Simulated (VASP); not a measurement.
# Pd: single point with PBE

The system is Pd.

```
CELL_PARAMETERS angstrom
0.00000 1.97347 1.97347
1.97347 0.00000 1.97347
1.97347 1.97347 0.00000
ATOMIC_POSITIONS crystal
Pd 0.00000 0.00000 0.00000
```

```
Program             : VASP 6.6.1
Task                : single point
Functional          : PBE
Potentials or basis : VASP PAW PBE potentials, release 64 (Pd)
Cutoff              : 520 eV
k mesh              : 14 × 14 × 14
Occupations         : fermi-dirac, width 0.6 eV
Spin                : no spin polarisation
```

```yaml
Pressure: 4.9 GPa
Band_gap_on_the_k_mesh: zero (band 5 reaches 9.33 eV, above the bottom of band 6 at 7.84 eV)
```

Levels at points of the mesh, in eV from the Fermi level:
```csv
k point,band 2,band 3,band 4,band 5,band 6,band 7,band 8,band 9
"(0.00, 0.00, 0.00)",-3.20,-3.20,-3.20,-1.71,-1.71,16.66,21.19,21.19
"(0.50, 0.00, 0.00)",-3.24,-3.24,-0.58,-0.58,0.59,6.47,16.00,20.18
"(0.50, 0.50, 0.00)",-5.31,-0.62,-0.28,-0.28,2.84,9.81,12.47,12.47
```

Run time: 8.5 s on 1 thread of Intel Xeon 6975P-C (shared host), peak memory 0.15 GiB.
